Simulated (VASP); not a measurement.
The system is SiSn2.

```
Si Sn
1.0
     3.28188    0.00000    0.00000
    -1.64094    2.84219    0.00000
     0.00000    0.00000   15.64123
Si Sn
2 4
Cartesian
  0.0000 1.8948 13.2180
  0.0000 1.8948 2.4232
  0.0000 1.8948 7.8206
  1.6409 0.9474 0.0000
  1.6409 0.9474 4.7550
  1.6409 0.9474 10.8862
```

* Program: VASP 6.6.1
* Task: relaxation of cell and atoms
* Functional: PBE
* Potentials or basis: VASP PAW PBE potentials, release 64 (Si, Sn_d)
* Cutoff: 600 eV
* k mesh: 12 × 12 × 4
* Occupations: gaussian, width 0.1 eV
* Spin: no spin polarisation

At the start: pressure -0.5 GPa; volume 24.32 Å³/atom.

Q: How do energy, volume and symmetry change on relaxing?

A: Over 12 steps the energy falls by 4.2 meV/atom and the volume is 23.92 Å³/atom (-1.6 %); space group P-6m2 (No. 187, to 0.05 Å).

Step by step:
```tsv
step	energy change (eV)	largest force (eV/Å)	pressure (GPa)	volume (Å³)
1	0.0000	0.1937	-0.51	145.90
2	-0.0060	0.1894	0.05	144.28
3	-0.0068	0.1868	0.38	143.48
4	-0.0116	0.1383	0.25	143.48
5	-0.0172	0.1028	0.11	143.48
6	-0.0177	0.1239	0.07	143.48
7	-0.0207	0.1028	-0.07	143.80
8	-0.0212	0.0892	-0.18	144.01
9	-0.0233	0.0499	0.08	143.35
10	-0.0236	0.0290	0.21	143.00
11	-0.0249	0.0015	-0.04	143.58
12	-0.0249	0.0062	-0.02	143.51
```

Final structure:
```
Si Sn
1.0
     3.27032    0.00000    0.00000
    -1.63516    2.83218    0.00000
     0.00000    0.00000   15.49424
Si Sn
2 4
Direct
  0.33333 0.66667 0.84210
  0.33333 0.66667 0.15790
  0.33333 0.66667 0.50000
  0.66667 0.33333 0.00000
  0.66667 0.33333 0.31039
  0.66667 0.33333 0.68961
```
